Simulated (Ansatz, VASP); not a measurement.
**CdF2 in VASP and in Ansatz**

INCAR

```
  PREC = Accurate
  ENCUT = 520
  EDIFF = 1E-7
  ISMEAR = 0
  SIGMA = 0.05
  LREAL = False
  LASPH = True
  NELM = 60
  ALGO = Normal
  ISIF = 2
  LWAVE = False
  LCHARG = False
  GGA = PS
  NBANDS = 20
```

File KPOINTS:

```
Automatic mesh
0
Gamma
  8 8 8
```

File POSCAR:

```
CdF2
1.0
    0.0000000000      2.7223587765      2.7930256915
    2.5608343991      0.0000000000      2.7930256915
    2.5608343991      2.7223587765      0.0000000000
Cd F
1 2
Direct
    0.0000000000      0.0000000000      0.0000000000
    0.2500000000      0.2500000000      0.2500000000
    0.7500000000      0.7500000000      0.7500000000
```

Input for Ansatz:

```yaml
crystal:
  lattice:
    - [0.0, 2.7223587765, 2.7930256915]
    - [2.5608343991, 0.0, 2.7930256915]
    - [2.5608343991, 2.7223587765, 0.0]
  atoms:
    - { symbol: Cd, position: [0.0, 0.0, 0.0] }
    - { symbol: F, position: [0.25, 0.25, 0.25] }
    - { symbol: F, position: [0.75, 0.75, 0.75] }
basis:
  ecutwfc: 520.0
kpoints:
  mp_grid: { grid: [8, 8, 8] }
hamiltonian:
  xc: pbesol
scf:
  occupations: { method: gaussian, width: 0.05 }
output:
  forces: true
  stress: true
  eigenvalues: true
```

Change from the starting cell: strain +e along x and -e along y -0.0300, strain +e along z and -e/2 along x and y +0.0375.

Alike in both runs: task single point; functional PBEsol; k mesh 8 × 8 × 8; occupations gaussian, width 0.05 eV; no spin polarisation.

|  | VASP | Ansatz |
| --- | --- | --- |
| version | VASP 6.6.1 | Ansatz 0.2.0 |
| potentials or method | VASP PAW PBE potentials, release 64 (Cd, F), cutoff 520 eV | scalar-relativistic, plane waves, PAW |
| valence electrons in the cell | 26 | 34 |

|  | VASP | Ansatz | Ansatz less VASP |
| --- | --- | --- | --- |
| gap on the k mesh at the Fermi level (eV) | 2.73 | 2.76 | +0.033 |
| least direct gap on the mesh (eV) | 3.25 | 3.28 | +0.031 |
| pressure (GPa) | 0.9 | 0.1 | -0.80 |
| traceless stress, the component that is largest in VASP (GPa) | 5.58 | 5.67 | +0.085 |

VASP's potentials were made for PBE, not for PBEsol. The functional is the same, so the differences come from potentials, cutoffs and numerics. VASP's potentials hold 26 valence electrons a cell and Ansatz's 34, so a difference there can come from the potentials and not from the codes.
